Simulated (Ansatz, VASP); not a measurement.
# Lu2ScN3 in VASP and in Ansatz

```
CELL_PARAMETERS angstrom
3.44894 0.00000 0.00000
-1.72447 2.98687 0.00000
0.00000 0.00000 9.12419
ATOMIC_POSITIONS crystal
Lu 0.66667 0.33333 0.66741
Lu 0.66667 0.33333 0.33259
Sc 0.00000 0.00000 0.00000
N 0.00000 0.00000 0.21823
N 0.00000 0.00000 0.78177
N 0.00000 0.00000 0.50000
```

Alike in both runs: task relaxation of cell and atoms; functional PBE; k mesh 12 × 12 × 4; occupations gaussian, width 0.1 eV; no spin polarisation.

|  | VASP | Ansatz |
| --- | --- | --- |
| version | VASP 6.6.1 | Ansatz 0.2.0 |
| potentials or method | VASP PAW PBE potentials, release 64 (Lu, Sc_sv, N), cutoff 600 eV | scalar-relativistic, plane waves, PAW |
| valence electrons in the cell | 76 | 76 |

|  | VASP | Ansatz | Ansatz less VASP |
| --- | --- | --- | --- |
| gap on the k mesh at the Fermi level, each at its own relaxed structure (eV) | none | none | - |
| relaxed volume (Å³/atom) | 15.78 | 15.69 | -0.087 |
| relaxed length of the cell vector where the two differ most in proportion (Å) | 3.462 | 3.455 | -0.0066 |

A gap of «none» marks a metal or a gap that the smearing closes.

Spin-orbit coupling is off throughout.
